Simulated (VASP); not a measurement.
# Hf2SnS2 (P4/mmm) in VASP: further runs

Runs on Hf2SnS2. Level: PBE. Tasks: single point, relaxation of cell and atoms.

All numbers are computed with VASP 6.6.1; they aren't measurements. Logs are shortened: lines on timing, memory, paths and dates and some standing lists are left out, and cuts for length are marked.

### Step 1. The cell of the first run

It takes space group P4/mmm (No. 123, tetragonal). Conventional cell: a = 4.215 Å, b = 4.215 Å, c = 6.297 Å, α = 90.00°, β = 90.00°, γ = 90.00°. Hf (site symmetry mmm) has 4 S at 2.64 Å and 4 Hf at 2.98 Å within 3.5 Å. Within 4.4 Å of Sn (site symmetry 4/mmm) lie 8 S at 3.37 Å and 8 Hf at 3.79 Å and 4 Sn at 4.21 Å. S (site symmetry 4mm) has 4 Hf at 2.64 Å and 2 S at 3.13 to 3.17 Å and 4 Sn at 3.37 Å within 3.5 Å.

### Step 2. Single point, PBE

Contents of INCAR:

```
ALGO = Normal ; EDIFF = 1E-7
ENCUT = 520 ; GGA = PE
ISIF = 2 ; ISMEAR = 0
LASPH = T ; LCHARG = T
LELF = T ; LREAL = F
LVHAR = T ; LWAVE = F
NBANDS = 31 ; NELM = 100
PREC = Accurate ; SIGMA = 0.1
```

Contents of KPOINTS:

```
k-points
0
Gamma
  10 10 6
```

Contents of POSCAR:

```
Hf2SnS2
1.0
    4.2148814640      0.0000000000      0.0000000000
    0.0000000000      4.2148814640      0.0000000000
    0.0000000000      0.0000000000      6.2967924025
Hf Sn S
2 1 2
Direct
    0.0000000000      0.5000000000      0.5000000000
    0.5000000000      0.0000000000      0.5000000000
    0.0000000000      0.0000000000      0.0000000000
    0.5000000000      0.5000000000      0.2486735679
    0.5000000000      0.5000000000      0.7513264321
```

Potentials or basis: VASP PAW PBE potentials, release 64 (Hf_pv, Sn_d, S).

On the command line:

```sh
$ cat potpaw_PBE.64/Hf_pv/POTCAR potpaw_PBE.64/Sn_d/POTCAR potpaw_PBE.64/S/POTCAR > POTCAR
$ mpirun -np 1 vasp_std > vasp.out
```

OUTCAR:

```text
EDIFF = 1E-7
   ENCUT = 520
   GGA = PE
   ISIF = 2
   ISMEAR = 0
   LASPH = T
   LREAL = F
   NELM = 100
   PREC = Accurate

 ion  position               nearest neighbor table
   1  0.000  0.500  0.500-   4 2.64   5 2.64   4 2.64   5 2.64   2 2.98   2 2.98   2 2.98   2 2.98
                             3 3.79   3 3.79   3 3.79   3 3.79
   2  0.500  0.000  0.500-   4 2.64   5 2.64   4 2.64   5 2.64   1 2.98   1 2.98   1 2.98   1 2.98
                             3 3.79   3 3.79   3 3.79   3 3.79
   3  0.000  0.000  0.000-   1 3.79   2 3.79   1 3.79   2 3.79   1 3.79   1 3.79   2 3.79   2 3.79

   4  0.500  0.500  0.249-   1 2.64   2 2.64   2 2.64   1 2.64
   5  0.500  0.500  0.751-   1 2.64   2 2.64   2 2.64   1 2.64

  LATTYP: Found a simple tetragonal cell.
 ALAT       =     4.2148814640
 C/A-ratio  =     1.4939429392

  Lattice vectors:

 A1 = (   4.2148814640,   0.0000000000,   0.0000000000)
 A2 = (   0.0000000000,   4.2148814640,   0.0000000000)
 A3 = (   0.0000000000,   0.0000000000,   6.2967924025)

Analysis of symmetry for initial positions (statically):
=====================================================================
 Subroutine PRICEL returns:
 Original cell was already a primitive cell.

 Routine SETGRP: Setting up the symmetry group for a
 simple tetragonal supercell.

 Subroutine GETGRP returns: Found 16 space group operations
 (whereof 16 operations were pure point group operations)
 out of a pool of 16 trial point group operations.

The static configuration has the point symmetry D_4h.

Analysis of symmetry for dynamics (positions and initial velocities):
=====================================================================
 Subroutine PRICEL returns:
 Original cell was already a primitive cell.

 Routine SETGRP: Setting up the symmetry group for a
 simple tetragonal supercell.

 Subroutine GETGRP returns: Found 16 space group operations
 (whereof 16 operations were pure point group operations)
 out of a pool of 16 trial point group operations.

The dynamic configuration has the point symmetry D_4h.

 Subroutine INISYM returns: Found 16 space group operations
 (whereof 16 operations are pure point group operations),
 and found     1 'primitive' translations

----------------------------------------------------------------------------------------

                                     Primitive cell

  volume of cell :     111.8639

  direct lattice vectors                    reciprocal lattice vectors
     4.214881464  0.000000000  0.000000000     0.237254596  0.000000000  0.000000000
     0.000000000  4.214881464  0.000000000     0.000000000  0.237254596  0.000000000
     0.000000000  0.000000000  6.296792403     0.000000000  0.000000000  0.158811016

  length of vectors
     4.214881464  4.214881464  6.296792403     0.237254596  0.237254596  0.158811016

  position of ions in fractional coordinates (direct lattice)
     0.000000000  0.500000000  0.500000000
     0.500000000  0.000000000  0.500000000
     0.000000000  0.000000000  0.000000000
     0.500000000  0.500000000  0.248673568
     0.500000000  0.500000000  0.751326432

  ion indices of the primitive-cell ions
   primitive index   ion index
                 1           1
                 2           2
                 3           3
                 4           4
                 5           5

----------------------------------------------------------------------------------------

 KPOINTS: k-points

Automatic generation of k-mesh.
 Grid dimensions read from file:
 generate k-points for:   10   10    6

 Generating k-lattice:

  Cartesian coordinates                     Fractional coordinates (reciprocal lattice)
     0.023725460  0.000000000  0.000000000     0.100000000  0.000000000  0.000000000
     0.000000000  0.023725460  0.000000000     0.000000000  0.100000000  0.000000000
     0.000000000  0.000000000  0.026468503     0.000000000  0.000000000  0.166666667

  Length of vectors
     0.023725460  0.023725460  0.026468503

  Shift w.r.t. Gamma in fractional coordinates (k-lattice)
     0.000000000  0.000000000  0.000000000

 Subroutine IBZKPT returns following result:
 ===========================================

 Found     84 irreducible k-points:

 Following reciprocal coordinates:
            Coordinates               Weight
  0.000000  0.000000  0.000000      1.000000
  0.100000  0.000000  0.000000      4.000000
  0.200000  0.000000  0.000000      4.000000
  0.300000  0.000000  0.000000      4.000000
  0.400000  0.000000  0.000000      4.000000
  0.500000  0.000000  0.000000      2.000000
[... 16 lines left out ...]
  0.100000  0.000000  0.166667      8.000000
  0.200000  0.000000  0.166667      8.000000
 [... further k-points ...]
   k-points           NKPTS =     84   k-points in BZ     NKDIM =     84   number of bands    NBANDS=     31
   number of dos      NEDOS =    301   number of ions     NIONS =      5
   total plane-waves  NPLWV =  49152
   dimension x,y,z NGX =    32 NGY =   32 NGZ =   48
   dimension x,y,z NGXF=    64 NGYF=   64 NGZF=   96
   ions per type =               2   1   2
   NGX,Y,Z   is equivalent  to a cutoff of  12.62, 12.62, 12.67 a.u.
   NGXF,Y,Z  is equivalent  to a cutoff of  25.24, 25.24, 25.35 a.u.
 SYSTEM =  unknown system
   PREC   = accura    normal or accurate (medium, high low for compatibility)
   ISTART =      0    job   : 0-new  1-cont  2-samecut
   ICHARG =      2    charge: 1-file 2-atom 10-const
   ISPIN  =      1    spin polarized calculation?
   LNONCOLLINEAR =      F non collinear calculations
   LSORBIT =      F    spin-orbit coupling
   LASPH  =      T    aspherical Exc in radial PAW
   ENCUT  =  520.0 eV  38.22 Ry    6.18 a.u.   7.84  7.84 11.71*2*pi/ulx,y,z
   NELM   =    100;   NELMIN=  2; NELMDL= -5     # of ELM steps
   EDIFF  = 0.1E-06   stopping-criterion for ELM
   LREAL  =      F    real-space projection
   EDIFFG = 0.1E-05   stopping-criterion for IOM
   NSW    =      0    number of steps for IOM
   IBRION =     -1    ionic relax: 0-MD 1-quasi-New 2-CG
   NFREE  =      0    steps in history (QN), initial steepest desc. (CG)
   ISIF   =      2    stress and relaxation
   ISYM   =      2    0-nonsym 1-usesym 2-fastsym
   POTIM  = 0.5000    time-step for ionic-motion
   TEBEG  =    0.0;   TEEND  =   0.0 temperature during run
   PSTRESS=    0.0 pullay stress
   NELECT =      46.0000    total number of electrons
   NUPDOWN=      -1.0000    fix difference up-down
   EMIN   =  10.00;   EMAX   =-10.00  energy-range for DOS
   EFERMI =   0.00;   METHOD = LEGACY
   ISMEAR =     0;   SIGMA  =   0.10  broadening in eV -4-tet -1-fermi 0-gaus
   EFERMI_NEDOS =   21; number of points for ismear=-14 and -15
   IALGO  =     38    algorithm
   IMIX   =      4    mixing-type and parameters
     AMIX     =   0.40;   BMIX     =  1.00
     AMIX_MAG =   1.60;   BMIX_MAG =  1.00
  volume/ion in A,a.u.               =      22.37       150.98
  Fermi-wavevector in a.u.,A,eV,Ry     =   1.217393  2.300539 20.164450  1.482045
  Thomas-Fermi vector in A             =   2.352715
   LORBIT       =      0    0 simple, 1 ext, 2 COOP (PROOUT), +10 PAW based schemes
   GGA     = PE    functional components
   LHFCALC =     F    Hartree Fock is set to
   AEXX    =    0.0000 exact exchange contribution
   IVDW    =     0    specifies the selected vdW correction
   LEPSILON=     F    determine dielectric tensor
   LRPA    =     F    only Hartree local field effects (RPA)
 non-spin polarized calculation
 Gauss-broadening in eV      SIGMA  =   0.10
  energy-cutoff  :      520.00
  volume of cell :      111.86
 maximum number of plane-waves:      3034
 NGX is ok and might be reduce to    32
   NGX = 15   NGY = 15   NGZ = 23

 number of electron      45.9999997 magnetization

 Free energy of the ion-electron system (eV)
  ---------------------------------------------------
  ext. energy  EPLUGINS =         0.00000000
  ---------------------------------------------------
  free energy    TOTEN  =       -34.37874898 eV

  energy without entropy =      -34.35999123  energy(sigma->0) =      -34.36937011

 E-fermi :   6.1756     XC(G=0): -10.4346

 val. band max:        6.1454730992   @ k =   0.0000   0.0000   0.3333
 cond. band min:       6.1768680057   @ k =   0.3000   0.3000   0.3333
 fundamental gap:      0.0313949064
 Fermi energy:         6.1755576572

 k-point     1 :       0.0000    0.0000    0.0000
  band No.  band energies     occupation
      1     -25.1031      2.00000
      2     -25.0663      2.00000
      3     -25.0663      2.00000
      4     -24.9096      2.00000
      5     -24.3836      2.00000
      6     -24.3836      2.00000
[... 23 lines left out ...]
     30      11.0892      0.00000
     31      11.0893      0.00000

 k-point     2 :       0.1000    0.0000    0.0000
  band No.  band energies     occupation
      1     -25.0980      2.00000
      2     -25.0547      2.00000
      3     -25.0516      2.00000
      4     -24.9140      2.00000
      5     -24.4028      2.00000
      6     -24.3999      2.00000
[... 23 lines left out ...]
     30      10.6404      0.00000
     31      11.0871      0.00000

 k-point     3 :       0.2000    0.0000    0.0000
  band No.  band energies     occupation
      1     -25.0835      2.00000
      2     -25.0209      2.00000
      3     -25.0091      2.00000
      4     -24.9269      2.00000
      5     -24.4567      2.00000
      6     -24.4465      2.00000
[... 23 lines left out ...]
     30      10.3454      0.00000
     31      10.6999      0.00000

 k-point     4 :       0.3000    0.0000    0.0000
  band No.  band energies     occupation
      1     -25.0611      2.00000
      2     -24.9676      2.00000
      3     -24.9472      2.00000
      4     -24.9443      2.00000
      5     -24.5346      2.00000
      6     -24.5165      2.00000
[... 635 lines left out ...]
     30      10.7722      0.00000
     31      11.2756      0.00000

 k-point    23 :       0.1000    0.0000    0.1667
  band No.  band energies     occupation
      1     -25.0981      2.00000
      2     -25.0548      2.00000
      3     -25.0516      2.00000
      4     -24.9140      2.00000
      5     -24.4028      2.00000
      6     -24.3999      2.00000
[... 23 lines left out ...]
     30      10.5133      0.00000
     31      11.2131      0.00000

 k-point    24 :       0.2000    0.0000    0.1667
  band No.  band energies     occupation
      1     -25.0835      2.00000
      2     -25.0209      2.00000
      3     -25.0091      2.00000
      4     -24.9269      2.00000
      5     -24.4567      2.00000
      6     -24.4465      2.00000
[... 23 lines left out ...]
     30      10.1654      0.00000
     31      10.7073      0.00000

 [... further k-points ...]

------------------------ aborting loop because EDIFF is reached ----------------------------------------

  FORCE on cell =-STRESS in cart. coord.  units (eV):
  Direction    XX          YY          ZZ          XY          YZ          ZX
  --------------------------------------------------------------------------------------
  -------------------------------------------------------------------------------------
  Total       -0.3101861     -0.3101861     -0.2981350      0.0000000      0.0000000      0.0000000
  in kB       -4.4426566     -4.4426566     -4.2700551      0.0000000      0.0000000      0.0000000
  external PRESSURE =      -4.3851227 kB  Pullay stress =       0.0000000 kB

 VOLUME and BASIS-vectors are now :
 -----------------------------------------------------------------------------
  energy-cutoff  :      520.00
  volume of cell :      111.86
      direct lattice vectors                 reciprocal lattice vectors
     4.214881464  0.000000000  0.000000000     0.237254596  0.000000000  0.000000000
     0.000000000  4.214881464  0.000000000     0.000000000  0.237254596  0.000000000
     0.000000000  0.000000000  6.296792403     0.000000000  0.000000000  0.158811016

 POSITION                                       TOTAL-FORCE (eV/Angst)
 -----------------------------------------------------------------------------------
      0.00000      2.10744      3.14840        -0.000000      0.000000      0.000000
      2.10744      0.00000      3.14840        -0.000000      0.000000      0.000000
      0.00000      0.00000      0.00000        -0.000000      0.000000      0.000000
      2.10744      2.10744      1.56585        -0.000000     -0.000000      0.063399
      2.10744      2.10744      4.73095         0.000000     -0.000000     -0.063399
 -----------------------------------------------------------------------------------
    total drift:                                0.000000      0.000000     -0.000000

  FREE ENERGIE OF THE ION-ELECTRON SYSTEM (eV)
  ---------------------------------------------------
  free  energy   TOTEN  =       -34.3787489792 eV

  energy  without entropy=      -34.3599912310  energy(sigma->0) =      -34.36937011
```

It took 2.2 min on 1 thread of Intel Xeon 6975P-C (Granite Rapids), shared host; peak memory 0.4 GiB.

Results:

```yaml
Free_energy: -34.3787 eV
Pressure: -0.4 GPa
Largest_force: 0.063 eV/Å
Band_gap_on_the_k_mesh: zero (band 23 reaches 6.79 eV, above the bottom of band 24 at 5.61 eV)
```

Forces in eV/Å, atoms in the order of the input:
```
Hf   0.000  0.000  0.000
Hf   0.000  0.000  0.000
Sn   0.000  0.000  0.000
S    0.000  0.000  0.063
S    0.000  0.000 -0.063
```

Caveat: spin-orbit coupling is left out, which moves the levels of the heavy elements.

[end of part 1 of 2]
